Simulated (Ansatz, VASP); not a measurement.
Cl: VASP beside Ansatz

```
Cl
1.0
     2.16099    1.24765    4.64058
    -2.16099    1.24765    4.64058
     0.00000   -2.49530    4.64058
Cl
2
Direct
  0.07219 0.07219 0.07219
  0.92781 0.92781 0.92781
```

Alike in both runs: task relaxation of cell and atoms; functional PBE; k mesh 9 × 9 × 9; occupations gaussian, width 0.02 eV; no spin polarisation.

```csv
,VASP,Ansatz
version,VASP 6.6.1,Ansatz 0.2.0
potentials or method,"VASP PAW PBE potentials, release 64 (Cl), cutoff 600 eV","scalar-relativistic, plane waves, PAW"
valence electrons in the cell,14,14
```

|  | VASP | Ansatz | Ansatz less VASP |
| --- | --- | --- | --- |
| gap on the k mesh at the Fermi level, each at its own relaxed structure (eV) | 2.20 | 2.08 | -0.123 |
| relaxed volume (Å³/atom) | 40.06 | 39.68 | -0.384 |
| relaxed cell length with the largest relative difference (Å) | 5.318 | 5.297 | -0.0210 |
